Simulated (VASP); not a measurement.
Crystal: ZnO (zincite).

```xyz
4
Lattice="3.2275 0.0000 0.0000 -1.6137 2.7951 0.0000 0.0000 0.0000 5.1708" Properties=species:S:1:pos:R:3 pbc="T T T"
Zn    1.6137    0.9317    0.0000
Zn    0.0000    1.8634    2.5854
O     0.0000    1.8634    4.5452
O     1.6137    0.9317    1.9598
```

Base run:

```yaml
Program: VASP 6.6.1
Functional: revPBE
Potentials_or_basis: VASP PAW PBE potentials, release 64 (Zn, O)
Cutoff: 520 eV
k_mesh: 9 × 9 × 5
Occupations: fermi-dirac, width 0.05 eV
Spin: no spin polarisation
```

Its results: band gap on the k mesh 0.88 eV, direct; pressure 12.8 GPa; largest force 0.086 eV/Å.

The run is repeated on the same cell with these changes: dispersion from none to D4. What comes out?

Band gap on the k mesh 0.88 eV, direct; pressure 5.2 GPa; largest force 0.078 eV/Å.

Dispersion adds attraction, which lowers the pressure at fixed volume and, as a term added to the energy, leaves the levels alone.

Caveats: the PAW data sets were made with another functional, which shifts forces and pressure a little.

